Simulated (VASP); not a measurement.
Here is a VASP 6.6.1 calculation.

Contents of INCAR:

```
SYSTEM = PbF2
PREC = Accurate
ENCUT = 520
EDIFF = 1E-7
ISMEAR = 0
SIGMA = 0.01
LREAL = .False.
LASPH = .True.
NELM = 150
ALGO = Normal
ISIF = 2
LWAVE = .False.
LCHARG = .False.
LNONCOLLINEAR = .True.
MAGMOM = 0 0 0 0 0 0 0 0 0
LORBIT = 11
LSORBIT = .True.
GGA_COMPAT = .False.
LORBMOM = .True.
GGA = PS
NBANDS = 41
```

File KPOINTS:

```
Automatic mesh
0
Gamma
  8 8 8
  0 0 0
```

File POSCAR:

```
PbF2
1.0
    0.0000000000      3.0282500826      3.0282500826
    3.0282500826      0.0000000000      3.0282500826
    3.0282500826      3.0282500826      0.0000000000
Pb F
1 2
Direct
    0.0000000000      0.0000000000      0.0000000000
    0.2500000000      0.2500000000      0.2500000000
    0.7500000000      0.7500000000      0.7500000000
```

Potentials or basis: VASP PAW PBE potentials, release 64 (Pb_d, F).

The run is started by

```sh
$ cat potpaw_PBE.64/Pb_d/POTCAR potpaw_PBE.64/F/POTCAR > POTCAR
$ mpirun -np 1 vasp_ncl > vasp.out
```

(1) What does it give for the pressure?

(2) Predict the net moment.

Answers

(1) -5.3 GPa.

(2) 0.00 μB per cell.

Caveat: the cell stands under tension; the PAW data sets were made with another functional, which shifts forces and pressure a little.
